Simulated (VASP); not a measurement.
Input of a VASP 6.6.1 run:

File INCAR:

```
SYSTEM = Co3W
ALGO = Fast
EDIFF = 1E-7
ENCUT = 520
GGA = PS
ISIF = 2
ISMEAR = -1
ISPIN = 2
LASPH = .TRUE.
LCHARG = .FALSE.
LMAXMIX = 4
LORBIT = 11
LREAL = .FALSE.
LWAVE = .FALSE.
MAGMOM = 0 2 2 2
NBANDS = 32
NELM = 150
PREC = Accurate
SIGMA = 0.05
```

KPOINTS

```
k-points
0
G
  8 8 8
  0 0 0
```

POSCAR

```
Co3W
1.0
    3.5429335404      0.0000000000      0.0000000000
    0.0000000000      3.5429335404      0.0000000000
    0.0000000000      0.0000000000      3.5429335404
W Co
1 3
Direct
    0.0000000000      0.0000000000      0.0000000000
    0.0000000000      0.5000000000      0.5000000000
    0.5000000000      0.0000000000      0.5000000000
    0.5000000000      0.5000000000      0.0000000000
```

Potentials or basis: VASP PAW PBE potentials, release 64 (W_sv, Co).

Launch:

```console
$ cat potpaw_PBE.64/W_sv/POTCAR potpaw_PBE.64/Co/POTCAR > POTCAR
$ mpirun -np 1 vasp_std > vasp.out
```

**Question.** What does it give for the pressure?

**Answer.** 1.7 GPa.

**Question.** What does it give for the net moment?

**Answer.** 0.51 μB per cell.

**Question.** What does it give for the site moments?

**Answer.** W -0.08; Co +0.20 μB.

Caveat: the PAW data sets were made with another functional, which shifts forces and pressure a little.
